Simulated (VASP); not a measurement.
# RbNa2AlF6 (Fm-3m) in VASP: single point with LDA

Aim: the single point of RbNa2AlF6 with LDA.

All numbers are computed with VASP 6.6.1; they aren't measurements. Logs are shortened: lines on timing, memory, paths and dates and some standing lists are left out, and cuts for length are marked.

## 1. The cell of the first run

It takes space group Fm-3m (No. 225, cubic). The conventional cell has a = 8.679 Å, b = 8.679 Å, c = 8.679 Å, α = 90.00°, β = 90.00°, γ = 90.00°. Within 3.4 Å of Rb (site symmetry m-3m) lie 6 F at 2.54 Å. Within 4.1 Å of Na (site symmetry -43m) lie 12 F at 3.09 Å and 4 Al at 3.76 Å and 4 Rb at 3.76 Å. Al (site symmetry m-3m) has 6 F at 1.80 Å within 2.4 Å. F (site symmetry 4mm) has 1 Al at 1.80 Å within 2.4 Å.

## 2. Single point, LDA

File INCAR:

```
SYSTEM = RbNa2AlF6
PREC     = Accurate       ! precision mode
ENCUT    = 520            ! plane-wave cutoff, eV
EDIFF    = 1E-7           ! SCF threshold, eV
ISMEAR   = -1             ! smearing method
SIGMA    = 0.01           ! smearing width, eV
LREAL    = .FALSE.        ! projectors in reciprocal space
LASPH    = .TRUE.         ! aspherical terms in the spheres
NELM     = 100            ! most SCF steps
ALGO     = Normal         ! electronic algorithm
ISIF     = 2              ! what is computed and relaxed
LWAVE    = .FALSE.        ! write WAVECAR
LCHARG   = .TRUE.         ! write CHGCAR
LELF     = .TRUE.         ! ELF
LVHAR    = .TRUE.       
NBANDS   = 45             ! bands
```

File KPOINTS:

```
regular mesh
0
G
  3 3 3
  0 0 0
```

File POSCAR:

```
RbNa2AlF6
1.0
    0.0000000000      4.3393600000      4.3393600000
    4.3393600000      0.0000000000      4.3393600000
    4.3393600000      4.3393600000      0.0000000000
Rb Na Al F
1 2 1 6
Direct
    0.5000000000      0.5000000000      0.5000000000
    0.7500000000      0.7500000000      0.7500000000
    0.2500000000      0.2500000000      0.2500000000
    0.0000000000      0.0000000000      0.0000000000
    0.7926400000      0.2073600000      0.2073600000
    0.2073600000      0.2073600000      0.7926400000
    0.2073600000      0.7926400000      0.7926400000
    0.2073600000      0.7926400000      0.2073600000
    0.7926400000      0.2073600000      0.7926400000
    0.7926400000      0.7926400000      0.2073600000
```

Potentials or basis: VASP PAW LDA potentials, release 64 (Rb_sv, Na_pv, Al, F).

Run with:

```console
$ cat potpaw_LDA.64/Rb_sv/POTCAR potpaw_LDA.64/Na_pv/POTCAR potpaw_LDA.64/Al/POTCAR potpaw_LDA.64/F/POTCAR > POTCAR
$ mpirun -np 1 vasp_std > vasp.out
```

OUTCAR:

```text
SYSTEM = RbNa2AlF6
   PREC = Accurate
   ENCUT = 520
   EDIFF = 1E-7
   ISMEAR = -1
   LREAL = .FALSE.
   LASPH = .TRUE.
   NELM = 100
   ISIF = 2

 ion  position               nearest neighbor table
   1  0.500  0.500  0.500-   5 2.54   6 2.54   7 2.54   8 2.54   9 2.54  10 2.54   2 3.76   3 3.76
                             3 3.76   3 3.76   3 3.76   2 3.76   2 3.76   2 3.76   4 4.34   4 4.34
   2  0.750  0.750  0.750-   1 3.76   1 3.76   1 3.76   1 3.76
   3  0.250  0.250  0.250-   1 3.76   1 3.76   1 3.76   1 3.76
   4  0.000  0.000  0.000-   5 1.80   6 1.80   7 1.80   8 1.80   9 1.80  10 1.80   1 4.34   1 4.34
                             1 4.34   1 4.34   1 4.34   1 4.34
   5  0.793  0.207  0.207-   4 1.80   1 2.54
   6  0.207  0.207  0.793-   4 1.80   1 2.54
   7  0.207  0.793  0.793-   4 1.80   1 2.54
   8  0.207  0.793  0.207-   4 1.80   1 2.54
   9  0.793  0.207  0.793-   4 1.80   1 2.54
  10  0.793  0.793  0.207-   4 1.80   1 2.54

  LATTYP: Found a face centered cubic cell.
 ALAT       =     8.6787200000

  Lattice vectors:

 A1 = (   0.0000000000,   4.3393600000,   4.3393600000)
 A2 = (   4.3393600000,   0.0000000000,   4.3393600000)
 A3 = (   4.3393600000,   4.3393600000,   0.0000000000)

Analysis of symmetry for initial positions (statically):
=====================================================================
 Subroutine PRICEL returns:
 Original cell was already a primitive cell.

 Routine SETGRP: Setting up the symmetry group for a
 face centered cubic supercell.

 Subroutine GETGRP returns: Found 48 space group operations
 (whereof 48 operations were pure point group operations)
 out of a pool of 48 trial point group operations.

The static configuration has the point symmetry O_h .

Analysis of symmetry for dynamics (positions and initial velocities):
=====================================================================
 Subroutine PRICEL returns:
 Original cell was already a primitive cell.

 Routine SETGRP: Setting up the symmetry group for a
 face centered cubic supercell.

 Subroutine GETGRP returns: Found 48 space group operations
 (whereof 48 operations were pure point group operations)
 out of a pool of 48 trial point group operations.

The dynamic configuration has the point symmetry O_h .

 Subroutine INISYM returns: Found 48 space group operations
 (whereof 48 operations are pure point group operations),
 and found     1 'primitive' translations

----------------------------------------------------------------------------------------

                                     Primitive cell

  volume of cell :     163.4207

  direct lattice vectors                    reciprocal lattice vectors
     0.000000000  4.339360000  4.339360000    -0.115224365  0.115224365  0.115224365
     4.339360000  0.000000000  4.339360000     0.115224365 -0.115224365  0.115224365
     4.339360000  4.339360000  0.000000000     0.115224365  0.115224365 -0.115224365

  length of vectors
     6.136781764  6.136781764  6.136781764     0.199574454  0.199574454  0.199574454

  position of ions in fractional coordinates (direct lattice)
     0.500000000  0.500000000  0.500000000
     0.750000000  0.750000000  0.750000000
     0.250000000  0.250000000  0.250000000
     0.000000000  0.000000000  0.000000000
     0.792640000  0.207360000  0.207360000
     0.207360000  0.207360000  0.792640000
     0.207360000  0.792640000  0.792640000
     0.207360000  0.792640000  0.207360000
     0.792640000  0.207360000  0.792640000
     0.792640000  0.792640000  0.207360000

  ion indices of the primitive-cell ions
   primitive index   ion index
                 1           1
                 2           2
                 3           3
                 4           4
                 5           5
                 6           6
                 7           7
                 8           8
                 9           9
                10          10

----------------------------------------------------------------------------------------

 KPOINTS: regular mesh

Automatic generation of k-mesh.
 Grid dimensions read from file:
 generate k-points for:    3    3    3

 Generating k-lattice:

  Cartesian coordinates                     Fractional coordinates (reciprocal lattice)
    -0.038408122  0.038408122  0.038408122     0.333333333  0.000000000  0.000000000
     0.038408122 -0.038408122  0.038408122     0.000000000  0.333333333  0.000000000
     0.038408122  0.038408122 -0.038408122     0.000000000  0.000000000  0.333333333

  Length of vectors
     0.066524818  0.066524818  0.066524818

  Shift w.r.t. Gamma in fractional coordinates (k-lattice)
     0.000000000  0.000000000  0.000000000

 Subroutine IBZKPT returns following result:
 ===========================================

 Found      4 irreducible k-points:

 Following reciprocal coordinates:
            Coordinates               Weight
  0.000000  0.000000  0.000000      1.000000
  0.333333  0.000000  0.000000      8.000000
  0.333333  0.333333  0.000000      6.000000
 -0.333333  0.333333  0.000000     12.000000
   k-points           NKPTS =      4   k-points in BZ     NKDIM =      4   number of bands    NBANDS=     45
   number of dos      NEDOS =    301   number of ions     NIONS =     10
   total plane-waves  NPLWV = 110592
   dimension x,y,z NGX =    48 NGY =   48 NGZ =   48
   dimension x,y,z NGXF=    96 NGYF=   96 NGZF=   96
   ions per type =               1   2   1   6
   NGX,Y,Z   is equivalent  to a cutoff of  13.00, 13.00, 13.00 a.u.
   NGXF,Y,Z  is equivalent  to a cutoff of  26.01, 26.01, 26.01 a.u.
 SYSTEM =  RbNa2AlF6
   PREC   = accura    normal or accurate (medium, high low for compatibility)
   ISTART =      0    job   : 0-new  1-cont  2-samecut
   ICHARG =      2    charge: 1-file 2-atom 10-const
   ISPIN  =      1    spin polarized calculation?
   LNONCOLLINEAR =      F non collinear calculations
   LSORBIT =      F    spin-orbit coupling
   LASPH  =      T    aspherical Exc in radial PAW
   ENCUT  =  520.0 eV  38.22 Ry    6.18 a.u.  11.41 11.41 11.41*2*pi/ulx,y,z
   NELM   =    100;   NELMIN=  2; NELMDL= -5     # of ELM steps
   EDIFF  = 0.1E-06   stopping-criterion for ELM
   LREAL  =      F    real-space projection
   EDIFFG = 0.1E-05   stopping-criterion for IOM
   NSW    =      0    number of steps for IOM
   IBRION =     -1    ionic relax: 0-MD 1-quasi-New 2-CG
   NFREE  =      0    steps in history (QN), initial steepest desc. (CG)
   ISIF   =      2    stress and relaxation
   ISYM   =      2    0-nonsym 1-usesym 2-fastsym
   POTIM  = 0.5000    time-step for ionic-motion
   TEBEG  =    0.0;   TEEND  =   0.0 temperature during run
   PSTRESS=    0.0 pullay stress
   NELECT =      68.0000    total number of electrons
   NUPDOWN=      -1.0000    fix difference up-down
   EMIN   =  10.00;   EMAX   =-10.00  energy-range for DOS
   EFERMI =   0.00;   METHOD = LEGACY
   ISMEAR =    -1;   SIGMA  =   0.01  broadening in eV -4-tet -1-fermi 0-gaus
   EFERMI_NEDOS =   21; number of points for ismear=-14 and -15
   IALGO  =     38    algorithm
   IMIX   =      4    mixing-type and parameters
     AMIX     =   0.40;   BMIX     =  1.00
     AMIX_MAG =   1.60;   BMIX_MAG =  1.00
  volume/ion in A,a.u.               =      16.34       110.28
  Fermi-wavevector in a.u.,A,eV,Ry     =   1.222200  2.309622 20.323999  1.493772
  Thomas-Fermi vector in A             =   2.357355
   LORBIT       =      0    0 simple, 1 ext, 2 COOP (PROOUT), +10 PAW based schemes
   GGA     = CA    functional components
   LHFCALC =     F    Hartree Fock is set to
   AEXX    =    0.0000 exact exchange contribution
   IVDW    =     0    specifies the selected vdW correction
   LEPSILON=     F    determine dielectric tensor
   LRPA    =     F    only Hartree local field effects (RPA)
 non-spin polarized calculation
  energy-cutoff  :      520.00
  volume of cell :      163.42
 maximum number of plane-waves:      4477
 NGX is ok and might be reduce to    48
   NGX = 23   NGY = 23   NGZ = 23

 number of electron      67.9999940 magnetization

 Free energy of the ion-electron system (eV)
  ---------------------------------------------------
  ext. energy  EPLUGINS =         0.00000000
  ---------------------------------------------------
  free energy    TOTEN  =       -51.71034203 eV

  energy without entropy =      -51.71034203  energy(sigma->0) =      -51.71034203

 E-fermi :  -2.3032     XC(G=0):  -8.8061

 val. band max:       -2.5283777696   @ k =   0.0000   0.0000   0.0000
 cond. band min:       2.2226585062   @ k =   0.0000   0.0000   0.0000
 fundamental gap:      4.7510362757
 Fermi energy:        -2.3032114800

 k-point     1 :       0.0000    0.0000    0.0000
  band No.  band energies     occupation
      1     -24.3856      2.00000
      2     -23.8229      2.00000
      3     -23.8229      2.00000
      4     -23.8229      2.00000
      5     -23.8204      2.00000
      6     -23.8204      2.00000
[... 37 lines left out ...]
     44       9.6353      0.00000
     45      10.6578      0.00000

 k-point     2 :       0.3333    0.0000    0.0000
  band No.  band energies     occupation
      1     -24.3669      2.00000
      2     -23.8248      2.00000
      3     -23.8227      2.00000
      4     -23.8227      2.00000
      5     -23.8213      2.00000
      6     -23.8213      2.00000
[... 37 lines left out ...]
     44       9.5309      0.00000
     45       9.9466      0.00000

 k-point     3 :       0.3333    0.3333    0.0000
  band No.  band energies     occupation
      1     -24.3638      2.00000
      2     -23.8248      2.00000
      3     -23.8248      2.00000
      4     -23.8244      2.00000
      5     -23.8204      2.00000
      6     -23.8200      2.00000
[... 37 lines left out ...]
     44       9.5921      0.00000
     45      11.1476      0.00000

 k-point     4 :      -0.3333    0.3333    0.0000
  band No.  band energies     occupation
      1     -24.3571      2.00000
      2     -23.8282      2.00000
      3     -23.8241      2.00000
      4     -23.8221      2.00000
      5     -23.8215      2.00000
      6     -23.8207      2.00000
[... 37 lines left out ...]
     44      10.6180      0.00000
     45      10.8282      0.00000

------------------------ aborting loop because EDIFF is reached ----------------------------------------

  FORCE on cell =-STRESS in cart. coord.  units (eV):
  Direction    XX          YY          ZZ          XY          YZ          ZX
  --------------------------------------------------------------------------------------
  -------------------------------------------------------------------------------------
  Total       -2.0484929     -2.0484929     -2.0484929      0.0000000      0.0000000      0.0000000
  in kB      -20.0834354    -20.0834354    -20.0834354      0.0000000      0.0000000      0.0000000
  external PRESSURE =     -20.0834354 kB  Pullay stress =       0.0000000 kB

 VOLUME and BASIS-vectors are now :
 -----------------------------------------------------------------------------
  energy-cutoff  :      520.00
  volume of cell :      163.42
      direct lattice vectors                 reciprocal lattice vectors
     0.000000000  4.339360000  4.339360000    -0.115224365  0.115224365  0.115224365
     4.339360000  0.000000000  4.339360000     0.115224365 -0.115224365  0.115224365
     4.339360000  4.339360000  0.000000000     0.115224365  0.115224365 -0.115224365

 POSITION                                       TOTAL-FORCE (eV/Angst)
 -----------------------------------------------------------------------------------
      4.33936      4.33936      4.33936         0.000000      0.000000      0.000000
      6.50904      6.50904      6.50904        -0.000000      0.000000     -0.000000
      2.16968      2.16968      2.16968         0.000000      0.000000      0.000000
      0.00000      0.00000      0.00000         0.000000      0.000000      0.000000
      1.79962      4.33936      4.33936         0.022065      0.000000      0.000000
      4.33936      4.33936      1.79962         0.000000      0.000000      0.022065
      6.87910      4.33936      4.33936        -0.022065      0.000000      0.000000
      4.33936      1.79962      4.33936         0.000000      0.022065      0.000000
      4.33936      6.87910      4.33936         0.000000     -0.022065      0.000000
      4.33936      4.33936      6.87910         0.000000      0.000000     -0.022065
 -----------------------------------------------------------------------------------
    total drift:                                0.000000      0.000000      0.000000

  FREE ENERGIE OF THE ION-ELECTRON SYSTEM (eV)
  ---------------------------------------------------
  free  energy   TOTEN  =       -51.7103420330 eV

  energy  without entropy=      -51.7103420330  energy(sigma->0) =      -51.71034203
```

It took 65 s on 1 thread of Intel Xeon 8259CL, shared host; peak memory 0.27 GiB.

Results:

| Quantity | Value |
| --- | --- |
| Free energy | -51.7103 eV |
| Pressure | -2.0 GPa |
| Largest force | 0.022 eV/Å |
| Band gap on the k mesh | 4.75 eV |

Forces in eV/Å, atoms in the order of the input:
```
Rb   0.000  0.000  0.000
Na   0.000  0.000  0.000
Na   0.000  0.000  0.000
Al   0.000  0.000  0.000
F    0.022  0.000  0.000
F    0.000  0.000  0.022
F   -0.022  0.000  0.000
F    0.000  0.022  0.000
F    0.000 -0.022  0.000
F    0.000  0.000 -0.022
```
